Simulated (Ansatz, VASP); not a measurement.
One calculation of AlN, two programs

```
Al N
1.0
     3.12989    0.00000    0.00000
    -1.56494    2.71056    0.00000
     0.00000    0.00000    5.61900
Al N
2 2
Direct
  0.33333 0.66667 0.00173
  0.66667 0.33333 0.50173
  0.33333 0.66667 0.38327
  0.66667 0.33333 0.88327
```

Alike in both runs: task relaxation of the atoms; functional PBE; k mesh 9 × 9 × 6; occupations gaussian, width 0.05 eV; no spin polarisation.

|  | VASP | Ansatz |
| --- | --- | --- |
| version | VASP 6.6.1 | Ansatz 0.2.0 |
| potentials or method | VASP PAW PBE potentials, release 64 (Al, N), cutoff 520 eV | scalar-relativistic, plane waves, PAW |
| valence electrons in the cell | 16 | 16 |

```tsv
	VASP	Ansatz	Ansatz less VASP
gap on the k mesh at the Fermi level, each at its own relaxed structure (eV)	2.72	2.72	0.000
```

Ansatz's warnings: stress scf threshold loose.
